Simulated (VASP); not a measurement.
**ZnSe: relaxation of cell and atoms with PBEsol**

Crystal: ZnSe.

```
CELL_PARAMETERS angstrom
0.00000 2.86592 2.86592
2.86592 0.00000 2.86592
2.86592 2.86592 0.00000
ATOMIC_POSITIONS crystal
Zn 0.00000 0.00000 0.00000
Se 0.25000 0.25000 0.25000
```

```json
{
 "Program": "VASP 6.6.1",
 "Task": "relaxation of cell and atoms",
 "Functional": "PBEsol",
 "Potentials or basis": "VASP PAW PBE potentials, release 64 (Zn, Se)",
 "Cutoff": "600 eV",
 "k mesh": "8 × 8 × 8",
 "Occupations": "gaussian, width 0.02 eV",
 "Spin": "no spin polarisation",
 "Dipole correction": "no",
 "Further INCAR settings": "ALGO = Normal; EDIFF = 1e-07; IBRION = 2; EDIFFG = -0.005; NSW = 70; ISIF = 3"
}
```

| Quantity | Value |
| --- | --- |
| Relaxed volume | 22.43 Å³/atom |
| Relaxed cell | a = 3.988 Å, b = 3.988 Å, c = 3.988 Å, α = 60.00°, β = 60.00°, γ = 60.00° |
| Space group after relaxing (to 0.05 Å) | F-43m (No. 216) |
| Energy gained by relaxing | 10.2 meV/atom |
| Ionic steps | 3 |
| Pressure after relaxing | 0.0 GPa |
| Band gap on the k mesh | 1.23 eV, direct |

The path:
```
step  energy change (eV)  largest force (eV/Å)  pressure (GPa)  volume (Å³)
   1              0.0000                0.0000           -2.81        47.08
   2             -0.0190                0.0000            0.78        44.32
   3             -0.0203                0.0000            0.01        44.85
```

Final structure:
```xyz
2
Lattice="0.0000 2.8200 2.8200 2.8200 0.0000 2.8200 2.8200 2.8200 0.0000" Properties=species:S:1:pos:R:3 pbc="T T T"
Zn    0.0000    0.0000    0.0000
Se    1.4100    1.4100    1.4100
```

Levels at points of the mesh, in eV from the valence-band top:
```
           k point  band 6  band 7  band 8  band 9  band 10  band 11  band 12  band 13
(0.00, 0.00, 0.00)   -6.23    0.00    0.00    0.00     1.23     5.73     5.73     5.73
(0.50, 0.00, 0.00)   -6.06   -5.38   -0.90   -0.90     2.47     6.30     6.30     8.44
(0.50, 0.50, 0.00)   -6.04   -4.85   -2.26   -2.26     2.80     3.37    10.71    11.27
```

It took 32 s on 1 thread of AMD EPYC 7R13 Processor (Zen 3) (shared host), peak memory 0.17 GiB.

Caveat: the PAW data sets were made with another functional, which shifts forces and pressure a little. As with any semilocal functional, this PBEsol gap is likely too small.
